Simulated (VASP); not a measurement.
A run of VASP 6.6.1 is set up as follows.

POSCAR

```
Ti2S2O3
1.0
    2.5970505600      1.4994083400      4.1335297100
   -2.5970505600      1.4994083400      4.1335297100
    0.0000000000     -2.9988166900      4.1335297100
O Ti S
3 2 2
Direct
    0.0000000000      0.0000000000      0.5000000000
    0.5000000000      0.0000000000      0.0000000000
    0.0000000000      0.5000000000      0.0000000000
    0.2401300000      0.2401300000      0.2401300000
    0.7598700000      0.7598700000      0.7598700000
    0.0000000000      0.0000000000      0.0000000000
    0.5000000000      0.5000000000      0.5000000000
```

Contents of INCAR.step1:

```
PREC = Accurate
ENCUT = 660
ISMEAR = -1
SIGMA = 0.0195
LREAL = False
LASPH = True
NELM = 200
ISPIN = 2
MAGMOM = 0 0 0 1 -1 0 0
LMAXMIX = 4
LDAU = True
LDAUTYPE = 2
LDAUL = 1 2 -1
LDAUU = 6.4 4.79 0
LDAUJ = 0 0 0
NBANDS = 40
GGA = PE
ALGO = Normal
EDIFF = 1E-5
LWAVE = True
LCHARG = False
GGA_COMPAT = False
```

The input INCAR.step2:

```
PREC = Accurate
ENCUT = 660
EDIFF = 1E-6
ISMEAR = -1
SIGMA = 0.0195
LREAL = False
LASPH = True
NELM = 200
ALGO = Normal
ISIF = 2
LWAVE = False
LCHARG = True
ISPIN = 2
MAGMOM = 0 0 0 1 -1 0 0
LORBIT = 11
LMAXMIX = 4
LDAU = True
LDAUTYPE = 2
LDAUL = 1 2 -1
LDAUU = 6.4 4.79 0
LDAUJ = 0 0 0
LDAUPRINT = 1
METAGGA = R2SCAN
LMIXTAU = True
LELF = True
LVHAR = True
NBANDS = 40
ISTART = 1
GGA_COMPAT = False
```

The input KPOINTS:

```
regular mesh
0
Gamma
  5 5 5
```

Potentials or basis: VASP PAW PBE potentials, release 64 (O, Ti_sv, S).

Run with:

```bash
$ cat potpaw_PBE.64/O/POTCAR potpaw_PBE.64/Ti_sv/POTCAR potpaw_PBE.64/S/POTCAR > POTCAR
$ cp INCAR.step1 INCAR
$ mpirun -np 1 vasp_std > vasp.out
$ cp INCAR.step2 INCAR
$ mpirun -np 1 vasp_std > vasp.out
```

Q: What does it give for the pressure?

A: 23.2 GPa.

Q: What does it give for the band gap on the k mesh?

A: Zero (filled and empty bands overlap).

Q: Predict the net moment.

A: 0.00 μB per cell.

Q: What does it give for the largest force?

A: 3.417 eV/Å.

Stress tensor (GPa, compression positive):
```
26.32  0.00  0.00
 0.00 26.32  0.00
 0.00  0.00 16.95
```

Caveat: the stress differs along the axes, from 17 to 26 GPa; the PAW data sets were made with another functional, which shifts forces and pressure a little.
